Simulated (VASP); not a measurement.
# Ti (Im-3m) in VASP: a series of runs, part 2 of 2

VASP 6.6.1. The steps go on from the part before.

### Step 3. Single point, PBE, collinear spin (20.36 Å³/atom)

File INCAR:

```
SYSTEM = Ti
PREC = Accurate
ENCUT = 520
EDIFF = 1E-6
ISMEAR = 0
SIGMA = 0.15
LREAL = .FALSE.
LASPH = .TRUE.
NELM = 150
ALGO = Fast
ISIF = 2
LWAVE = .FALSE.
LCHARG = .FALSE.
ISPIN = 2
MAGMOM = 0.3
LORBIT = 11
NUPDOWN = 0.3
LMAXMIX = 4
GGA = PE
NBANDS = 16
```

File KPOINTS:

```
Automatic mesh
0
G
  22 22 22
  0 0 0
```

File POSCAR:

```
Ti
1.0
   -1.7200903594      1.7200903594      1.7200903594
    1.7200903594     -1.7200903594      1.7200903594
    1.7200903594      1.7200903594     -1.7200903594
Ti
1
Direct
    0.0000000000      0.0000000000      0.0000000000
```

Potentials or basis: VASP PAW PBE potentials, release 64 (Ti_sv).

Run with:

```console
> cat potpaw_PBE.64/Ti_sv/POTCAR > POTCAR
> mpirun -np 1 vasp_std > vasp.out
```

OUTCAR:

```text
SYSTEM = Ti
   PREC = Accurate
   ENCUT = 520
   EDIFF = 1E-6
   ISMEAR = 0
   LREAL = .FALSE.
   LASPH = .TRUE.
   NELM = 150
   ISIF = 2
   ISPIN = 2
   LORBIT = 11
   NUPDOWN = 0.3
   GGA = PE

 ion  position               nearest neighbor table
   1  0.000  0.000  0.000-

  LATTYP: Found a body centered cubic cell.
 ALAT       =     3.4401807188

  Lattice vectors:

 A1 = (  -1.7200903594,   1.7200903594,   1.7200903594)
 A2 = (   1.7200903594,  -1.7200903594,   1.7200903594)
 A3 = (   1.7200903594,   1.7200903594,  -1.7200903594)

Analysis of symmetry for initial positions (statically):
=====================================================================
 Subroutine PRICEL returns:
 Original cell was already a primitive cell.

 Routine SETGRP: Setting up the symmetry group for a
 body centered cubic supercell.

 Subroutine GETGRP returns: Found 48 space group operations
 (whereof 48 operations were pure point group operations)
 out of a pool of 48 trial point group operations.

The static configuration has the point symmetry O_h .

Analysis of symmetry for dynamics (positions and initial velocities):
=====================================================================
 Subroutine PRICEL returns:
 Original cell was already a primitive cell.

 Routine SETGRP: Setting up the symmetry group for a
 body centered cubic supercell.

 Subroutine GETGRP returns: Found 48 space group operations
 (whereof 48 operations were pure point group operations)
 out of a pool of 48 trial point group operations.

The dynamic configuration has the point symmetry O_h .

Analysis of structural, dynamic, and magnetic symmetry:
=====================================================================
 Subroutine PRICEL returns:
 Original cell was already a primitive cell.

 Routine SETGRP: Setting up the symmetry group for a
 body centered cubic supercell.

 Subroutine GETGRP returns: Found 48 space group operations
 (whereof 48 operations were pure point group operations)
 out of a pool of 48 trial point group operations.

The overall configuration has the point symmetry O_h .

 Subroutine INISYM returns: Found 48 space group operations
 (whereof 48 operations are pure point group operations),
 and found     1 'primitive' translations

----------------------------------------------------------------------------------------

                                     Primitive cell

  volume of cell :      20.3570

  direct lattice vectors                    reciprocal lattice vectors
    -1.720090359  1.720090359  1.720090359     0.000000000  0.290682404  0.290682404
     1.720090359 -1.720090359  1.720090359     0.290682404  0.000000000  0.290682404
     1.720090359  1.720090359 -1.720090359     0.290682404  0.290682404  0.000000000

  length of vectors
     2.979283896  2.979283896  2.979283896     0.411086997  0.411086997  0.411086997

  position of ions in fractional coordinates (direct lattice)
     0.000000000  0.000000000  0.000000000

[... 34 lines left out ...]
  0.090909  0.000000  0.000000     12.000000
  0.136364  0.000000  0.000000     12.000000
  0.181818  0.000000  0.000000     12.000000
  0.227273  0.000000  0.000000     12.000000
[... 16 lines left out ...]
  0.090909  0.090909  0.000000     24.000000
  0.136364  0.090909  0.000000     48.000000
 [... further k-points ...]
   k-points           NKPTS =    328   k-points in BZ     NKDIM =    328   number of bands    NBANDS=     16
   number of dos      NEDOS =    301   number of ions     NIONS =      1
   total plane-waves  NPLWV =  13824
   dimension x,y,z NGX =    24 NGY =   24 NGZ =   24
   dimension x,y,z NGXF=    48 NGYF=   48 NGZF=   48
   ions per type =               1
   NGX,Y,Z   is equivalent  to a cutoff of  13.39, 13.39, 13.39 a.u.
   NGXF,Y,Z  is equivalent  to a cutoff of  26.78, 26.78, 26.78 a.u.
 SYSTEM =  Ti
   PREC   = accura    normal or accurate (medium, high low for compatibility)
   ISTART =      0    job   : 0-new  1-cont  2-samecut
   ICHARG =      2    charge: 1-file 2-atom 10-const
   ISPIN  =      2    spin polarized calculation?
   LNONCOLLINEAR =      F non collinear calculations
   LSORBIT =      F    spin-orbit coupling
   LASPH  =      T    aspherical Exc in radial PAW
   ENCUT  =  520.0 eV  38.22 Ry    6.18 a.u.   5.54  5.54  5.54*2*pi/ulx,y,z
   NELM   =    150;   NELMIN=  2; NELMDL= -5     # of ELM steps
   EDIFF  = 0.1E-05   stopping-criterion for ELM
   LREAL  =      F    real-space projection
[... 7 lines left out ...]
   TEBEG  =    0.0;   TEEND  =   0.0 temperature during run
   PSTRESS=    0.0 pullay stress
   NELECT =      12.0000    total number of electrons
   NUPDOWN=       0.3000    fix difference up-down
   EMIN   =  10.00;   EMAX   =-10.00  energy-range for DOS
   EFERMI =   0.00;   METHOD = LEGACY
   ISMEAR =     0;   SIGMA  =   0.15  broadening in eV -4-tet -1-fermi 0-gaus
   EFERMI_NEDOS =   21; number of points for ismear=-14 and -15
   IALGO  =     68    algorithm
   IMIX   =      4    mixing-type and parameters
     AMIX     =   0.40;   BMIX     =  1.00
     AMIX_MAG =   1.60;   BMIX_MAG =  1.00
  volume/ion in A,a.u.               =      20.36       137.38
  Fermi-wavevector in a.u.,A,eV,Ry     =   1.372663  2.593957 25.636155  1.884204
  Thomas-Fermi vector in A             =   2.498250
   LORBIT       =     11    0 simple, 1 ext, 2 COOP (PROOUT), +10 PAW based schemes
   GGA     = PE    functional components
   LHFCALC =     F    Hartree Fock is set to
   AEXX    =    0.0000 exact exchange contribution
   IVDW    =     0    specifies the selected vdW correction
   LEPSILON=     F    determine dielectric tensor
   LRPA    =     F    only Hartree local field effects (RPA)
 spin polarized calculation
 RMM-DIIS sequential band-by-band and
 Gauss-broadening in eV      SIGMA  =   0.15
  energy-cutoff  :      520.00
  volume of cell :       20.36
 maximum number of plane-waves:       567
 NGX is ok and might be reduce to    24
   NGX = 11   NGY = 11   NGZ = 11

 number of electron      12.0000000 magnetization       0.3000000

 Free energy of the ion-electron system (eV)
  ---------------------------------------------------
  ext. energy  EPLUGINS =         0.00000000
  ---------------------------------------------------
  free energy    TOTEN  =        -7.59366517 eV

  energy without entropy =       -7.56033735  energy(sigma->0) =       -7.57700126

 E-fermi :   6.5508     XC(G=0): -10.7673

 val. band max:        6.5474005332   @ k =  -0.4091  -0.4091   0.0909
 cond. band min:       6.5419707425   @ k =   0.2273   0.0455   0.0455
 fundamental gap:     -0.0054297907
 Fermi energy:         6.5388634157

 spin component 1

 k-point     1 :       0.0000    0.0000    0.0000
  band No.  band energies     occupation
      1     -50.4083      1.00000
      2     -26.4074      1.00000
      3     -26.4074      1.00000
      4     -26.4074      1.00000
      5       0.8707      1.00000
      6       7.2526      0.00000
[... 435 lines left out ...]
      5       1.9758      1.00000
      6       6.8850      0.00055
[... 8 lines left out ...]
     15      26.4578      0.00000
     16      27.8392      0.00000

 [... further k-points ...]

 spin component 2

 k-point     1 :       0.0000    0.0000    0.0000
  band No.  band energies     occupation
      1     -50.2194      1.00000
      2     -26.2185      1.00000
      3     -26.2185      1.00000
      4     -26.2185      1.00000
      5       1.0625      1.00000
      6       7.5065      0.00000
[... 435 lines left out ...]
      5       2.1676      1.00000
      6       7.1340      0.00000
[... 8 lines left out ...]
     15      26.6131      0.00000
     16      28.0552      0.00000

 [... further k-points ...]

------------------------ aborting loop because EDIFF is reached ----------------------------------------

  FORCE on cell =-STRESS in cart. coord.  units (eV):
  Direction    XX          YY          ZZ          XY          YZ          ZX
  --------------------------------------------------------------------------------------
  -------------------------------------------------------------------------------------
  Total       -1.6561779     -1.6561779     -1.6561779      0.0000000      0.0000000     -0.0000000
  in kB     -130.3478229   -130.3478229   -130.3478229      0.0000000      0.0000000     -0.0000000
  external PRESSURE =    -130.3478229 kB  Pullay stress =       0.0000000 kB

 VOLUME and BASIS-vectors are now :
 -----------------------------------------------------------------------------
  energy-cutoff  :      520.00
  volume of cell :       20.36
      direct lattice vectors                 reciprocal lattice vectors
    -1.720090359  1.720090359  1.720090359     0.000000000  0.290682404  0.290682404
     1.720090359 -1.720090359  1.720090359     0.290682404  0.000000000  0.290682404
     1.720090359  1.720090359 -1.720090359     0.290682404  0.290682404  0.000000000

 POSITION                                       TOTAL-FORCE (eV/Angst)
 -----------------------------------------------------------------------------------
      0.00000      0.00000      0.00000         0.000000     -0.000000     -0.000000
 -----------------------------------------------------------------------------------
    total drift:                               -0.000000      0.000000      0.000000

  FREE ENERGIE OF THE ION-ELECTRON SYSTEM (eV)
  ---------------------------------------------------
  free  energy   TOTEN  =        -7.5936651699 eV

  energy  without entropy=       -7.5603373547  energy(sigma->0) =       -7.57700126

 total charge

# of ion       s       p       d       tot
------------------------------------------
    1        2.215   6.085   1.805  10.105

 magnetization (x)

# of ion       s       p       d       tot
------------------------------------------
    1        0.001   0.013   0.192   0.206
```

stdout:

```text
POSCAR found type information on POSCAR Ti
 POSCAR found :  1 types and       1 ions
 scaLAPACK will be used
 LDA part: xc-table for (Slater+PW92), standard interpolation
 POSCAR, INCAR and KPOINTS ok, starting setup
 FFT: planning ... GRIDC
 FFT: planning ... GRID_SOFT
 FFT: planning ... GRID
 WAVECAR not read
 entering main loop
WARNING in EDDRMM: call to ZHEGV failed, returncode =   8  4     12
WARNING in EDDRMM: call to ZHEGV failed, returncode =   6  3      9
WARNING in EDDRMM: call to ZHEGV failed, returncode =   8  4      5
WARNING in EDDRMM: call to ZHEGV failed, returncode =   6  3      9
WARNING in EDDRMM: call to ZHEGV failed, returncode =   6  3     10
```

Wall time 2 min (1 thread of Intel Xeon Platinum 8488C (Sapphire Rapids), shared host); peak memory 0.26 GiB.

What came out:

```
Free energy                                           : -7.5937 eV
Pressure                                              : -13.0 GPa
Net moment                                            : 0.30 μB per cell
Site moments                                          : Ti +0.21 μB
Valence electrons inside the program's atomic spheres : Ti 10.11
```

Caveat: the cell stands under tension; the total moment is fixed, so each spin has its own Fermi level.

### Step 4. Single point, PBE (14.15 Å³/atom)

This run uses another cell than the first one, of 14.15 Å³/atom.

File INCAR:

```
ALGO     = Fast           # electronic algorithm
EDIFF    = 1E-6           # SCF threshold, eV
ENCUT    = 520            # plane-wave cutoff, eV
GGA      = PE             # functional
ISIF     = 2              # what is computed and relaxed
ISMEAR   = 0              # smearing method
LASPH    = T              # aspherical terms in the spheres
LCHARG   = F              # write CHGCAR
LREAL    = F              # projectors in reciprocal space
LWAVE    = F              # write WAVECAR
NBANDS   = 12             # bands
NELM     = 60             # most SCF steps
PREC     = Accurate       # precision mode
SIGMA    = 0.15           # smearing width, eV
```

File KPOINTS:

```
k-points
0
Gamma
  22 22 22
```

File POSCAR:

```
Ti
1.0
   -1.5235541254      1.5235541254      1.5235541254
    1.5235541254     -1.5235541254      1.5235541254
    1.5235541254      1.5235541254     -1.5235541254
Ti
1
Direct
    0.0000000000      0.0000000000      0.0000000000
```

Run with:

```console
> cat potpaw_PBE.64/Ti_sv/POTCAR > POTCAR
> mpirun -np 1 vasp_std > vasp.out
```

It took 2.1 min on 1 thread of Intel Xeon 8259CL, shared host; peak memory 0.17 GiB.

It converged, with:

```
Free energy            : -7.4973 eV
Pressure               : 28.5 GPa
Band gap on the k mesh : zero (bands 6 and 7 overlap by 1.95 eV)
```

Levels at points of the mesh, in eV from the Fermi level:
```tsv
k point	band 2	band 3	band 4	band 5	band 6	band 7	band 8	band 9	band 10	band 11
(0.00, 0.00, 0.00)	-31.70	-31.70	-31.70	-6.32	1.15	1.15	1.15	3.40	3.40	18.91
(0.50, 0.00, 0.00)	-32.98	-32.08	-31.72	-3.01	-0.67	1.96	3.45	3.89	5.48	11.28
(0.50, 0.50, 0.50)	-32.55	-32.55	-32.55	-2.91	-2.91	5.01	5.01	5.01	10.27	10.27
```

Caveat: the cell stands under pressure.

### Step 5. Single point, PBE (14.92 Å³/atom)

This run uses another cell than the first one, of 14.92 Å³/atom.

File INCAR:

```
PREC     = Accurate       # precision mode
ENCUT    = 520            # plane-wave cutoff, eV
EDIFF    = 1E-7           # SCF threshold, eV
ISMEAR   = 0              # smearing method
SIGMA    = 0.15           # smearing width, eV
LREAL    = False          # projectors in reciprocal space
LASPH    = True           # aspherical terms in the spheres
NELM     = 60             # most SCF steps
ALGO     = Normal         # electronic algorithm
ISIF     = 2              # what is computed and relaxed
LWAVE    = False          # write WAVECAR
LCHARG   = False          # write CHGCAR
GGA      = PE             # functional
NBANDS   = 12             # bands
```

File KPOINTS:

```
regular mesh
0
Gamma
  22 22 22
```

File POSCAR:

```
Ti
1.0
   -1.5509532811      1.5509532811      1.5509532811
    1.5509532811     -1.5509532811      1.5509532811
    1.5509532811      1.5509532811     -1.5509532811
Ti
1
Direct
    0.0000000000      0.0000000000      0.0000000000
```

Run with:

```console
> cat potpaw_PBE.64/Ti_sv/POTCAR > POTCAR
> mpirun -np 1 vasp_std > vasp.out
```

It took 72 s on 1 thread of Intel Xeon 8259CL, shared host; peak memory 0.17 GiB.

The run converged. Its results:

```
Free energy            : -7.6126 eV
Pressure               : 19.1 GPa
Band gap on the k mesh : zero (bands 6 and 7 overlap by 1.87 eV)
```

Levels at points of the mesh, in eV from the Fermi level:
```tsv
k point	band 2	band 3	band 4	band 5	band 6	band 7	band 8	band 9	band 10	band 11
(0.00, 0.00, 0.00)	-31.89	-31.89	-31.89	-6.24	1.12	1.12	1.12	3.23	3.23	18.51
(0.50, 0.00, 0.00)	-32.97	-32.22	-31.90	-2.85	-0.58	1.70	3.26	3.68	5.15	10.58
(0.50, 0.50, 0.50)	-32.61	-32.61	-32.61	-2.67	-2.67	4.71	4.71	4.71	9.73	9.73
```

Caveat: the cell stands under pressure.

### Step 6. Overview

| spin | fixed moment (μB) | cell | gap on the mesh (eV) | pressure (GPa) | moment (μB) |
| --- | --- | --- | --- | --- | --- |
| collinear | 0.9 | a = 2.979 Å, angles 109.5°, 1 atom | - | -12.0 | 0.90 |
| collinear | 0.3 | a = 2.979 Å, angles 109.5°, 1 atom | - | -13.0 | 0.30 |
| off | - | a = 2.639 Å, angles 109.5°, 1 atom | none | 28.5 | - |
| off | - | a = 2.686 Å, angles 109.5°, 1 atom | none | 19.1 | - |

Alike in all rows: task single point; level PBE; potentials or basis VASP PAW PBE potentials, release 64 (Ti_sv); k mesh 22 × 22 × 22; cutoff (eV) 520; smearing gaussian 0.15 eV.

Caveats: the cell stands under tension (at least some runs); the total moment is fixed, so each spin has its own Fermi level (at least some runs); the cell stands under pressure (at least some runs).

Total energies depend on the potentials used, so only differences within one code and one set of settings carry meaning.
